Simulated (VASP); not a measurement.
# Ti (P6_3/mmc) in VASP: a series of runs

Runs on Ti. Level: PBEsol. Tasks: single point.

All numbers are computed with VASP 6.6.1; they aren't measurements. Logs are shortened: lines on timing, memory, paths and dates and some standing lists are left out, and cuts for length are marked.

## Step 1: The cell of the first run

It takes space group P6_3/mmc (No. 194, hexagonal). Conventional cell: a = 2.882 Å, b = 2.882 Å, c = 4.573 Å, α = 90.00°, β = 90.00°, γ = 120.00°. Within 3.7 Å of Ti (site symmetry -6m2) lie 12 Ti at 2.83 to 2.88 Å.

## Step 2: Single point, PBEsol (16.45 Å³/atom)

INCAR reads:

```
ALGO     = Fast           # electronic algorithm
EDIFF    = 1E-6           # SCF threshold, eV
ENCUT    = 520            # plane-wave cutoff, eV
GGA      = PS             # functional
ISIF     = 2              # what is computed and relaxed
ISMEAR   = -1             # smearing method
LASPH    = True           # aspherical terms in the spheres
LCHARG   = True           # write CHGCAR
LELF     = True           # ELF
LREAL    = False          # projectors in reciprocal space
LVHAR    = True         
LWAVE    = False          # write WAVECAR
NBANDS   = 19             # bands
NELM     = 80             # most SCF steps
PREC     = Accurate       # precision mode
SIGMA    = 0.15           # smearing width, eV
```

KPOINTS reads:

```
k-points
0
Gamma
  18 18 10
```

POSCAR reads:

```
Ti
1.0
    2.8822825409      0.0000000000      0.0000000000
   -1.4411412705      2.4961299013      0.0000000000
    0.0000000000      0.0000000000      4.5725388036
Ti
2
Direct
    0.3333333333      0.6666666667      0.2500000000
    0.6666666667      0.3333333333      0.7500000000
```

Potentials or basis: VASP PAW PBE potentials, release 64 (Ti_sv).

The run is started by

```bash
$ cat potpaw_PBE.64/Ti_sv/POTCAR > POTCAR
$ mpirun -np 1 vasp_std > vasp.out
```

OUTCAR:

```text
EDIFF = 1E-6
   ENCUT = 520
   GGA = PS
   ISIF = 2
   ISMEAR = -1
   LASPH = True
   LREAL = False
   NELM = 80
   PREC = Accurate

 ion  position               nearest neighbor table
   1  0.333  0.667  0.250-   2 2.83   2 2.83   2 2.83   2 2.83   2 2.83   2 2.83
   2  0.667  0.333  0.750-   1 2.83   1 2.83   1 2.83   1 2.83   1 2.83   1 2.83

  LATTYP: Found a hexagonal cell.
 ALAT       =     2.8822825409
 C/A-ratio  =     1.5864297614

  Lattice vectors:

 A1 = (   2.8822825409,   0.0000000000,   0.0000000000)
 A2 = (  -1.4411412705,   2.4961299013,   0.0000000000)
 A3 = (   0.0000000000,   0.0000000000,   4.5725388036)

Analysis of symmetry for initial positions (statically):
=====================================================================
 Subroutine PRICEL returns:
 Original cell was already a primitive cell.

 Routine SETGRP: Setting up the symmetry group for a
 hexagonal supercell.

 Subroutine GETGRP returns: Found 24 space group operations
 (whereof 12 operations were pure point group operations)
 out of a pool of 24 trial point group operations.

The static configuration has the point symmetry D_3d.
 The point group associated with its full space group is D_6h.

Analysis of symmetry for dynamics (positions and initial velocities):
=====================================================================
 Subroutine PRICEL returns:
 Original cell was already a primitive cell.

 Routine SETGRP: Setting up the symmetry group for a
 hexagonal supercell.

 Subroutine GETGRP returns: Found 24 space group operations
 (whereof 12 operations were pure point group operations)
 out of a pool of 24 trial point group operations.

The dynamic configuration has the point symmetry D_3d.
 The point group associated with its full space group is D_6h.

 Subroutine INISYM returns: Found 24 space group operations
 (whereof 12 operations are pure point group operations),
 and found     1 'primitive' translations

----------------------------------------------------------------------------------------

                                     Primitive cell

  volume of cell :      32.8974

  direct lattice vectors                    reciprocal lattice vectors
     2.882282541  0.000000000  0.000000000     0.346947250  0.200310088  0.000000000
    -1.441141270  2.496129901  0.000000000     0.000000000  0.400620176  0.000000000
     0.000000000  0.000000000  4.572538804     0.000000000  0.000000000  0.218696887

  length of vectors
     2.882282541  2.882282541  4.572538804     0.400620176  0.400620176  0.218696887

  position of ions in fractional coordinates (direct lattice)
     0.333333333  0.666666667  0.250000000
     0.666666667  0.333333333  0.750000000

  ion indices of the primitive-cell ions
   primitive index   ion index
                 1           1
                 2           2

----------------------------------------------------------------------------------------

 KPOINTS: k-points

Automatic generation of k-mesh.
 Grid dimensions read from file:
 generate k-points for:   18   18   10

 Generating k-lattice:

  Cartesian coordinates                     Fractional coordinates (reciprocal lattice)
     0.019274847  0.011128338  0.000000000     0.055555556 -0.000000000  0.000000000
     0.000000000  0.022256676  0.000000000     0.000000000  0.055555556  0.000000000
     0.000000000  0.000000000  0.021869689     0.000000000  0.000000000  0.100000000

  Length of vectors
     0.022256676  0.022256676  0.021869689

  Shift w.r.t. Gamma in fractional coordinates (k-lattice)
     0.000000000  0.000000000  0.000000000

 Subroutine IBZKPT returns following result:
 ===========================================

 Found    222 irreducible k-points:

 Following reciprocal coordinates:
            Coordinates               Weight
  0.000000  0.000000  0.000000      1.000000
  0.055556 -0.000000  0.000000      6.000000
  0.111111 -0.000000  0.000000      6.000000
  0.166667  0.000000  0.000000      6.000000
  0.222222  0.000000  0.000000      6.000000
  0.277778  0.000000  0.000000      6.000000
[... 16 lines left out ...]
  0.333333  0.111111  0.000000     12.000000
  0.388889  0.111111  0.000000     12.000000
 [... further k-points ...]
   k-points           NKPTS =    222   k-points in BZ     NKDIM =    222   number of bands    NBANDS=     19
   number of dos      NEDOS =    301   number of ions     NIONS =      2
   total plane-waves  NPLWV =  20736
   dimension x,y,z NGX =    24 NGY =   24 NGZ =   36
   dimension x,y,z NGXF=    48 NGYF=   48 NGZF=   72
   ions per type =               2
   NGX,Y,Z   is equivalent  to a cutoff of  13.84, 13.84, 13.09 a.u.
   NGXF,Y,Z  is equivalent  to a cutoff of  27.69, 27.69, 26.18 a.u.
 SYSTEM =  unknown system
   PREC   = accura    normal or accurate (medium, high low for compatibility)
   ISTART =      0    job   : 0-new  1-cont  2-samecut
   ICHARG =      2    charge: 1-file 2-atom 10-const
   ISPIN  =      1    spin polarized calculation?
   LNONCOLLINEAR =      F non collinear calculations
   LSORBIT =      F    spin-orbit coupling
   LASPH  =      T    aspherical Exc in radial PAW
   ENCUT  =  520.0 eV  38.22 Ry    6.18 a.u.   5.36  5.36  8.50*2*pi/ulx,y,z
   NELM   =     80;   NELMIN=  2; NELMDL= -5     # of ELM steps
   EDIFF  = 0.1E-05   stopping-criterion for ELM
   LREAL  =      F    real-space projection
   EDIFFG = 0.1E-04   stopping-criterion for IOM
   NSW    =      0    number of steps for IOM
   IBRION =     -1    ionic relax: 0-MD 1-quasi-New 2-CG
   NFREE  =      0    steps in history (QN), initial steepest desc. (CG)
   ISIF   =      2    stress and relaxation
   ISYM   =      2    0-nonsym 1-usesym 2-fastsym
   POTIM  = 0.5000    time-step for ionic-motion
   TEBEG  =    0.0;   TEEND  =   0.0 temperature during run
   PSTRESS=    0.0 pullay stress
   NELECT =      24.0000    total number of electrons
   NUPDOWN=      -1.0000    fix difference up-down
   EMIN   =  10.00;   EMAX   =-10.00  energy-range for DOS
   EFERMI =   0.00;   METHOD = LEGACY
   ISMEAR =    -1;   SIGMA  =   0.15  broadening in eV -4-tet -1-fermi 0-gaus
   EFERMI_NEDOS =   21; number of points for ismear=-14 and -15
   IALGO  =     68    algorithm
   IMIX   =      4    mixing-type and parameters
     AMIX     =   0.40;   BMIX     =  1.00
     AMIX_MAG =   1.60;   BMIX_MAG =  1.00
  volume/ion in A,a.u.               =      16.45       111.00
  Fermi-wavevector in a.u.,A,eV,Ry     =   1.473754  2.784990 29.551168  2.171950
  Thomas-Fermi vector in A             =   2.588608
   LORBIT       =      0    0 simple, 1 ext, 2 COOP (PROOUT), +10 PAW based schemes
   GGA     = PS    functional components
   LHFCALC =     F    Hartree Fock is set to
   AEXX    =    0.0000 exact exchange contribution
   IVDW    =     0    specifies the selected vdW correction
   LEPSILON=     F    determine dielectric tensor
   LRPA    =     F    only Hartree local field effects (RPA)
 non-spin polarized calculation
 RMM-DIIS sequential band-by-band and
  energy-cutoff  :      520.00
  volume of cell :       32.90
 maximum number of plane-waves:       911
 NGX is ok and might be reduce to    24
   NGX = 11   NGY = 11   NGZ = 17

 number of electron      24.0000002 magnetization

 Free energy of the ion-electron system (eV)
  ---------------------------------------------------
  ext. energy  EPLUGINS =         0.00000000
  ---------------------------------------------------
  free energy    TOTEN  =       -16.75872611 eV

  energy without entropy =      -16.57937394  energy(sigma->0) =      -16.66905003

 E-fermi :   8.7502     XC(G=0): -11.8967

 val. band max:        8.7489670968   @ k =   0.3333   0.2778   0.3000
 cond. band min:       8.7520169624   @ k =   0.2778   0.2778   0.3000
 fundamental gap:      0.0030498656
 Fermi energy:         8.7501520149

 k-point     1 :       0.0000    0.0000    0.0000
  band No.  band energies     occupation
      1     -47.7272      2.00000
      2     -47.5543      2.00000
      3     -24.4739      2.00000
      4     -23.7229      2.00000
      5     -23.7229      2.00000
      6     -23.6193      2.00000
[... 11 lines left out ...]
     18      10.5342      0.00001
     19      12.1866      0.00000

 k-point     2 :       0.0556   -0.0000    0.0000
  band No.  band energies     occupation
      1     -47.7233      2.00000
      2     -47.5527      2.00000
      3     -24.4656      2.00000
      4     -23.7400      2.00000
      5     -23.7286      2.00000
      6     -23.6227      2.00000
[... 11 lines left out ...]
     18      10.4803      0.00002
     19      12.2166      0.00000

 k-point     3 :       0.1111   -0.0000    0.0000
  band No.  band energies     occupation
      1     -47.7120      2.00000
      2     -47.5483      2.00000
      3     -24.4414      2.00000
      4     -23.7896      2.00000
      5     -23.7448      2.00000
      6     -23.6726      2.00000
[... 11 lines left out ...]
     18      10.3728      0.00004
     19      12.2906      0.00000

 k-point     4 :       0.1667    0.0000    0.0000
  band No.  band energies     occupation
      1     -47.6943      2.00000
      2     -47.5417      2.00000
      3     -24.4027      2.00000
      4     -23.8659      2.00000
      5     -23.7690      2.00000
      6     -23.7492      2.00000
[... 11 lines left out ...]
     18      10.6491      0.00001
     19      12.3811      0.00000

 k-point     5 :       0.2222    0.0000    0.0000
  band No.  band energies     occupation
      1     -47.6719      2.00000
      2     -47.5343      2.00000
      3     -24.3521      2.00000
      4     -23.9601      2.00000
      5     -23.8408      2.00000
      6     -23.7977      2.00000
[... 11 lines left out ...]
     18      11.0069      0.00000
     19      12.4664      0.00000
[... 334 lines left out ...]
      2     -47.5256      2.00000
      3     -24.2737      2.00000
      4     -24.0569      2.00000
      5     -23.9835      2.00000
      6     -23.8244      2.00000
[... 11 lines left out ...]
     18      11.7900      0.00000
     19      12.4782      0.00000

 k-point    22 :       0.2778    0.1111    0.0000
  band No.  band energies     occupation
      1     -47.6150      2.00000
      2     -47.5214      2.00000
      3     -24.2121      2.00000
      4     -24.1456      2.00000
      5     -24.0431      2.00000
      6     -23.8674      2.00000
[... 11 lines left out ...]
     18      12.3015      0.00000
     19      12.5116      0.00000

 k-point    23 :       0.3333    0.1111    0.0000
  band No.  band energies     occupation
      1     -47.5934      2.00000
      2     -47.5199      2.00000
      3     -24.2179      2.00000
      4     -24.1522      2.00000
      5     -24.0910      2.00000
      6     -23.9021      2.00000
[... 11 lines left out ...]
     18      12.5338      0.00000
     19      12.8298      0.00000

 k-point    24 :       0.3889    0.1111    0.0000
  band No.  band energies     occupation
      1     -47.5774      2.00000
      2     -47.5208      2.00000
      3     -24.2650      2.00000
      4     -24.1222      2.00000
      5     -24.1039      2.00000
      6     -23.9246      2.00000
[... 11 lines left out ...]
     18      12.5461      0.00000
     19      13.3599      0.00000

 [... further k-points ...]
[... 5 lines left out ...]
  --------------------------------------------------------------------------------------
  -------------------------------------------------------------------------------------
  Total        0.4235187      0.4235187      0.4264795     -0.0000000     -0.0000000      0.0000000
  in kB       20.6263353     20.6263353     20.7705311     -0.0000000     -0.0000000      0.0000000
  external PRESSURE =      20.6744005 kB  Pullay stress =       0.0000000 kB

 VOLUME and BASIS-vectors are now :
 -----------------------------------------------------------------------------
  energy-cutoff  :      520.00
  volume of cell :       32.90
      direct lattice vectors                 reciprocal lattice vectors
     2.882282541  0.000000000  0.000000000     0.346947250  0.200310088  0.000000000
    -1.441141270  2.496129901  0.000000000     0.000000000  0.400620176  0.000000000
     0.000000000  0.000000000  4.572538804     0.000000000  0.000000000  0.218696887

 POSITION                                       TOTAL-FORCE (eV/Angst)
 -----------------------------------------------------------------------------------
     -0.00000      1.66409      1.14313         0.000000      0.000000      0.000000
      1.44114      0.83204      3.42940        -0.000000     -0.000000      0.000000
 -----------------------------------------------------------------------------------
    total drift:                                0.000000     -0.000000      0.000000

  FREE ENERGIE OF THE ION-ELECTRON SYSTEM (eV)
  ---------------------------------------------------
  free  energy   TOTEN  =       -16.7587261133 eV

  energy  without entropy=      -16.5793739449  energy(sigma->0) =      -16.66905003
```

Run time: 8.1 min. Hardware: 1 thread of Intel Xeon 8259CL, shared host; peak memory 0.24 GiB.

What came out:

```yaml
Free_energy: -16.7587 eV
Pressure: 2.1 GPa
Band_gap_on_the_k_mesh: zero (bands 12 and 13 overlap by 1.13 eV)
```

Levels at points of the mesh, in eV from the Fermi level:
| k point | band 8 | band 9 | band 10 | band 11 | band 12 | band 13 | band 14 | band 15 | band 16 | band 17 |
| --- | --- | --- | --- | --- | --- | --- | --- | --- | --- | --- |
| (0.00, 0.00, 0.00) | -32.35 | -6.29 | -2.78 | 0.85 | 0.85 | 0.97 | 0.98 | 1.39 | 1.39 | 1.78 |
| (0.50, 0.00, 0.00) | -32.44 | -2.38 | -2.28 | -1.94 | -0.50 | 0.54 | 0.72 | 1.31 | 3.65 | 3.90 |
| (0.00, 0.00, 0.50) | -32.41 | -4.36 | -4.36 | 0.14 | 0.14 | 0.75 | 0.75 | 0.75 | 0.75 | 3.06 |
| (0.50, 0.00, 0.50) | -32.54 | -2.65 | -2.65 | -0.84 | -0.84 | 1.54 | 1.54 | 1.89 | 1.89 | 3.80 |

Caveat: the PAW data sets were made with another functional, which shifts forces and pressure a little.

[end of part 1 of 2]
